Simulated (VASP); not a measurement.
# La (Im-3m) in VASP: further runs

The runs below take La through single point, relaxation of cell and atoms, with PBE.

Program: VASP 6.6.1. These are calculated values, not measurements. Logs are shortened: lines on timing, memory, paths and dates and some standing lists are left out, and cuts for length are marked.

### 1 The cell of the first run

The structure is cubic, space group Im-3m (No. 229). The conventional cell has a = 4.043 Å, b = 4.043 Å, c = 4.043 Å, α = 90.00°, β = 90.00°, γ = 90.00°. La (site symmetry m-3m) has 14 La at 3.50 to 4.04 Å within 4.6 Å.

### 2 Single point, PBE

The input, INCAR:

```
SYSTEM = La
PREC = Accurate
ENCUT = 520
EDIFF = 1E-7
ISMEAR = -1
SIGMA = 0.05
LREAL = .FALSE.
LASPH = .TRUE.
NELM = 100
ALGO = Normal
ISIF = 2
LWAVE = .FALSE.
LCHARG = .FALSE.
GGA = PE
NBANDS = 12
```

The input, KPOINTS:

```
Automatic mesh
0
G
  13 13 13
  0 0 0
```

The input, POSCAR:

```
La
1.0
   -2.0213658751      2.0213658751      2.0213658751
    2.0213658751     -2.0213658751      2.0213658751
    2.0213658751      2.0213658751     -2.0213658751
La
1
Direct
    0.0000000000      0.0000000000      0.0000000000
```

Potentials or basis: VASP PAW PBE potentials, release 64 (La).

Run with:

```sh
$ cat potpaw_PBE.64/La/POTCAR > POTCAR
$ mpirun -np 1 vasp_std > vasp.out
```

OUTCAR:

```text
SYSTEM = La
   PREC = Accurate
   ENCUT = 520
   EDIFF = 1E-7
   ISMEAR = -1
   LREAL = .FALSE.
   LASPH = .TRUE.
   NELM = 100
   ISIF = 2
   GGA = PE

 ion  position               nearest neighbor table
   1  0.000  0.000  0.000-

  LATTYP: Found a body centered cubic cell.
 ALAT       =     4.0427317502

  Lattice vectors:

 A1 = (  -2.0213658751,   2.0213658751,   2.0213658751)
 A2 = (   2.0213658751,  -2.0213658751,   2.0213658751)
 A3 = (   2.0213658751,   2.0213658751,  -2.0213658751)

Analysis of symmetry for initial positions (statically):
=====================================================================
 Subroutine PRICEL returns:
 Original cell was already a primitive cell.

 Routine SETGRP: Setting up the symmetry group for a
 body centered cubic supercell.

 Subroutine GETGRP returns: Found 48 space group operations
[... 9 lines left out ...]

 Routine SETGRP: Setting up the symmetry group for a
 body centered cubic supercell.

 Subroutine GETGRP returns: Found 48 space group operations
[... 11 lines left out ...]
                                     Primitive cell

  volume of cell :      33.0366

  direct lattice vectors                    reciprocal lattice vectors
    -2.021365875  2.021365875  2.021365875     0.000000000  0.247357495  0.247357495
     2.021365875 -2.021365875  2.021365875     0.247357495  0.000000000  0.247357495
     2.021365875  2.021365875 -2.021365875     0.247357495  0.247357495  0.000000000

  length of vectors
     3.501108396  3.501108396  3.501108396     0.349816325  0.349816325  0.349816325

  position of ions in fractional coordinates (direct lattice)
     0.000000000  0.000000000  0.000000000

  ion indices of the primitive-cell ions
   primitive index   ion index
                 1           1

----------------------------------------------------------------------------------------

 KPOINTS: Automatic mesh

Automatic generation of k-mesh.
 Grid dimensions read from file:
 generate k-points for:   13   13   13

 Generating k-lattice:

  Cartesian coordinates                     Fractional coordinates (reciprocal lattice)
     0.000000000  0.019027500  0.019027500     0.076923077  0.000000000  0.000000000
     0.019027500  0.000000000  0.019027500     0.000000000  0.076923077  0.000000000
     0.019027500  0.019027500  0.000000000     0.000000000  0.000000000  0.076923077

  Length of vectors
     0.026908948  0.026908948  0.026908948

  Shift w.r.t. Gamma in fractional coordinates (k-lattice)
     0.000000000  0.000000000  0.000000000

 Subroutine IBZKPT returns following result:
 ===========================================

 Found     84 irreducible k-points:

 Following reciprocal coordinates:
            Coordinates               Weight
  0.000000  0.000000  0.000000      1.000000
  0.076923  0.000000  0.000000     12.000000
  0.153846  0.000000  0.000000     12.000000
  0.230769  0.000000  0.000000     12.000000
  0.307692  0.000000  0.000000     12.000000
  0.384615  0.000000  0.000000     12.000000
[... 16 lines left out ...]
  0.153846  0.076923  0.076923     24.000000
  0.230769  0.076923  0.076923     24.000000
 [... further k-points ...]
   k-points           NKPTS =     84   k-points in BZ     NKDIM =     84   number of bands    NBANDS=     12
   number of dos      NEDOS =    301   number of ions     NIONS =      1
   total plane-waves  NPLWV =  21952
   dimension x,y,z NGX =    28 NGY =   28 NGZ =   28
   dimension x,y,z NGXF=    56 NGYF=   56 NGZF=   56
   ions per type =               1
   NGX,Y,Z   is equivalent  to a cutoff of  13.30, 13.30, 13.30 a.u.
   NGXF,Y,Z  is equivalent  to a cutoff of  26.59, 26.59, 26.59 a.u.
 SYSTEM =  La
   PREC   = accura    normal or accurate (medium, high low for compatibility)
   ISTART =      0    job   : 0-new  1-cont  2-samecut
   ICHARG =      2    charge: 1-file 2-atom 10-const
   ISPIN  =      1    spin polarized calculation?
   LNONCOLLINEAR =      F non collinear calculations
   LSORBIT =      F    spin-orbit coupling
   LASPH  =      T    aspherical Exc in radial PAW
   ENCUT  =  520.0 eV  38.22 Ry    6.18 a.u.   6.51  6.51  6.51*2*pi/ulx,y,z
   NELM   =    100;   NELMIN=  2; NELMDL= -5     # of ELM steps
   EDIFF  = 0.1E-06   stopping-criterion for ELM
   LREAL  =      F    real-space projection
   EDIFFG = 0.1E-05   stopping-criterion for IOM
   NSW    =      0    number of steps for IOM
   IBRION =     -1    ionic relax: 0-MD 1-quasi-New 2-CG
   NFREE  =      0    steps in history (QN), initial steepest desc. (CG)
   ISIF   =      2    stress and relaxation
   ISYM   =      2    0-nonsym 1-usesym 2-fastsym
   POTIM  = 0.5000    time-step for ionic-motion
   TEBEG  =    0.0;   TEEND  =   0.0 temperature during run
   PSTRESS=    0.0 pullay stress
   NELECT =      11.0000    total number of electrons
   NUPDOWN=      -1.0000    fix difference up-down
   EMIN   =  10.00;   EMAX   =-10.00  energy-range for DOS
   EFERMI =   0.00;   METHOD = LEGACY
   ISMEAR =    -1;   SIGMA  =   0.05  broadening in eV -4-tet -1-fermi 0-gaus
   EFERMI_NEDOS =   21; number of points for ismear=-14 and -15
   IALGO  =     38    algorithm
   IMIX   =      4    mixing-type and parameters
     AMIX     =   0.40;   BMIX     =  1.00
     AMIX_MAG =   1.60;   BMIX_MAG =  1.00
  volume/ion in A,a.u.               =      33.04       222.94
  Fermi-wavevector in a.u.,A,eV,Ry     =   1.134682  2.144238 17.517542  1.287503
  Thomas-Fermi vector in A             =   2.271386
   LORBIT       =      0    0 simple, 1 ext, 2 COOP (PROOUT), +10 PAW based schemes
   GGA     = PE    functional components
   LHFCALC =     F    Hartree Fock is set to
   AEXX    =    0.0000 exact exchange contribution
   IVDW    =     0    specifies the selected vdW correction
   LEPSILON=     F    determine dielectric tensor
   LRPA    =     F    only Hartree local field effects (RPA)
 non-spin polarized calculation
  energy-cutoff  :      520.00
  volume of cell :       33.04
 maximum number of plane-waves:       935
 NGX is ok and might be reduce to    28
   NGX = 13   NGY = 13   NGZ = 13

 number of electron      11.0000000 magnetization

 Free energy of the ion-electron system (eV)
  ---------------------------------------------------
  ext. energy  EPLUGINS =         0.00000000
  ---------------------------------------------------
  free energy    TOTEN  =        -4.70977297 eV

  energy without entropy =       -4.68644512  energy(sigma->0) =       -4.69810905

 E-fermi :   8.9960     XC(G=0): -10.0476

 val. band max:        8.9815704208   @ k =   0.1538   0.1538   0.1538
 cond. band min:       9.0061057588   @ k =   0.2308   0.0769   0.0769
 fundamental gap:      0.0245353380
 Fermi energy:         8.9960058116

 k-point     1 :       0.0000    0.0000    0.0000
  band No.  band energies     occupation
      1     -23.7293      2.00000
      2      -6.4378      2.00000
      3      -6.4378      2.00000
      4      -6.4378      2.00000
      5       5.9936      2.00000
      6      10.6242      0.00000
      7      10.6242      0.00000
      8      10.6242      0.00000
      9      10.6788      0.00000
     10      10.6788      0.00000
     11      10.6788      0.00000
     12      11.6247      0.00000

 k-point     2 :       0.0769    0.0000    0.0000
  band No.  band energies     occupation
      1     -23.7113      2.00000
      2      -6.5657      2.00000
      3      -6.4742      2.00000
      4      -6.4398      2.00000
      5       6.2134      2.00000
      6      10.2691      0.00000
      7      10.2695      0.00000
      8      10.6684      0.00000
      9      10.7127      0.00000
     10      10.9450      0.00000
     11      10.9561      0.00000
     12      11.5994      0.00000

 k-point     3 :       0.1538    0.0000    0.0000
  band No.  band energies     occupation
      1     -23.6610      2.00000
      2      -6.9043      2.00000
      3      -6.5732      2.00000
      4      -6.4452      2.00000
      5       6.7723      2.00000
      6       9.8490      0.00000
      7       9.8641      0.00000
      8      10.6470      0.00000
      9      10.8849      0.00000
     10      11.1262      0.00000
     11      11.1712      0.00000
     12      11.5486      0.00000

 k-point     4 :       0.2308    0.0000    0.0000
  band No.  band energies     occupation
      1     -23.5888      2.00000
      2      -7.3489      2.00000
      3      -6.7083      2.00000
      4      -6.4531      2.00000
      5       7.3203      2.00000
      6       9.4419      0.00027
      7       9.7162      0.00000
      8      10.6357      0.00000
      9      11.0126      0.00000
     10      11.1998      0.00000
     11      11.3123      0.00000
     12      11.5185      0.00000

 k-point     5 :       0.3077    0.0000    0.0000
  band No.  band energies     occupation
      1     -23.5104      2.00000
      2      -7.7878      2.00000
      3      -6.8465      2.00000
      4      -6.4618      2.00000
      5       7.4071      2.00000
      6       9.0966      0.23572
      7      10.1545      0.00000
      8      10.6462      0.00000
      9      11.0854      0.00000
     10      11.2546      0.00000
     11      11.3993      0.00000
     12      11.5216      0.00000

 k-point     6 :       0.3846    0.0000    0.0000
  band No.  band energies     occupation
      1     -23.4439      2.00000
      2      -8.1310      2.00000
      3      -6.9573      2.00000
      4      -6.4691      2.00000
      5       7.2148      2.00000
      6       8.8486      1.90035
      7      10.6700      0.00000
      8      10.6794      0.00000
      9      11.1257      0.00000
     10      11.3830      0.00000
     11      11.4488      0.00000
     12      11.5484      0.00000

 k-point     7 :       0.4615    0.0000    0.0000
  band No.  band energies     occupation
      1     -23.4058      2.00000
      2      -8.3178      2.00000
      3      -7.0185      2.00000
      4      -6.4734      2.00000
      5       7.0652      2.00000
      6       8.7195      1.99210
      7      10.6883      0.00000
      8      10.8505      0.00000
      9      11.1442      0.00000
     10      11.4712      0.00000
     11      11.4959      0.00000
     12      11.5772      0.00000

 k-point     8 :       0.0769    0.0769    0.0000
  band No.  band energies     occupation
      1     -23.6772      2.00000
      2      -6.7981      2.00000
      3      -6.5157      2.00000
      4      -6.4705      2.00000
      5       6.6096      2.00000
      6       9.9444      0.00000
      7       9.9712      0.00000
      8      10.6521      0.00000
      9      10.8463      0.00000
     10      11.1005      0.00000
     11      11.1077      0.00000
     12      11.5611      0.00000
[... 166 lines left out ...]
 k-point    20 :       0.3846    0.2308   -0.0000
  band No.  band energies     occupation
      1     -23.3693      2.00000
      2      -8.0621      2.00000
      3      -7.4469      2.00000
      4      -6.6696      2.00000
      5       8.0360      2.00000
      6       9.1111      0.18192
      7      10.2904      0.00000
      8      10.8697      0.00000
      9      11.1151      0.00000
     10      11.3623      0.00000
     11      11.4996      0.00000
     12      11.5159      0.00000

 k-point    21 :       0.3077    0.3077    0.0000
  band No.  band energies     occupation
      1     -23.3624      2.00000
      2      -7.9206      2.00000
      3      -7.6369      2.00000
      4      -6.6882      2.00000
      5       8.2110      2.00000
      6       9.3864      0.00081
      7       9.9313      0.00000
      8      11.0167      0.00000
      9      11.0751      0.00000
     10      11.2650      0.00000
     11      11.4911      0.00000
     12      11.5443      0.00000

 k-point    22 :       0.0769    0.0769    0.0769
  band No.  band energies     occupation
      1     -23.6312      2.00000
      2      -7.1188      2.00000
      3      -6.5285      2.00000
      4      -6.5285      2.00000
      5       7.1094      2.00000
      6       9.5801      0.00002
      7       9.5801      0.00002
      8      10.8035      0.00000
      9      11.0655      0.00000
     10      11.1372      0.00000
     11      11.1372      0.00000
     12      11.6353      0.00000

 k-point    23 :       0.1538    0.0769    0.0769
  band No.  band energies     occupation
      1     -23.5653      2.00000
      2      -7.4819      2.00000
      3      -6.6806      2.00000
      4      -6.5467      2.00000
      5       7.7039      2.00000
      6       9.2583      0.01048
      7       9.3464      0.00181
      8      10.8334      0.00000
      9      11.1350      0.00000
     10      11.2078      0.00000
     11      11.2215      0.00000
     12      11.6066      0.00000

 k-point    24 :       0.2308    0.0769    0.0769
  band No.  band energies     occupation
      1     -23.4939      2.00000
      2      -7.8225      2.00000
      3      -6.8655      2.00000
      4      -6.5663      2.00000
      5       7.8592      2.00000
      6       9.0061      0.89934
      7       9.7531      0.00000
      8      10.8292      0.00000
      9      11.1448      0.00000
     10      11.2839      0.00000
     11      11.3125      0.00000
     12      11.5832      0.00000

 [... further k-points ...]
[... 5 lines left out ...]
  --------------------------------------------------------------------------------------
  -------------------------------------------------------------------------------------
  Total        0.9138639      0.9138639      0.9138639      0.0000000     -0.0000000      0.0000000
  in kB       44.3197503     44.3197503     44.3197503      0.0000000     -0.0000000      0.0000000
  external PRESSURE =      44.3197503 kB  Pullay stress =       0.0000000 kB

 VOLUME and BASIS-vectors are now :
 -----------------------------------------------------------------------------
  energy-cutoff  :      520.00
  volume of cell :       33.04
      direct lattice vectors                 reciprocal lattice vectors
    -2.021365875  2.021365875  2.021365875     0.000000000  0.247357495  0.247357495
     2.021365875 -2.021365875  2.021365875     0.247357495  0.000000000  0.247357495
     2.021365875  2.021365875 -2.021365875     0.247357495  0.247357495  0.000000000

 POSITION                                       TOTAL-FORCE (eV/Angst)
 -----------------------------------------------------------------------------------
      0.00000      0.00000      0.00000        -0.000000     -0.000000      0.000000
 -----------------------------------------------------------------------------------
    total drift:                                0.000000      0.000000     -0.000000

  FREE ENERGIE OF THE ION-ELECTRON SYSTEM (eV)
  ---------------------------------------------------
  free  energy   TOTEN  =        -4.7097729746 eV

  energy  without entropy=       -4.6864451163  energy(sigma->0) =       -4.69810905
```

It took 38 s on 1 thread of AMD EPYC 7R43 (Zen 3), shared host; peak memory 0.16 GiB.

Results:

```
Free energy : -4.7098 eV
Pressure    : 4.4 GPa
```

Caveat: spin-orbit coupling is left out, which moves the levels of the heavy elements.

(Continued in part 2 of 2.)
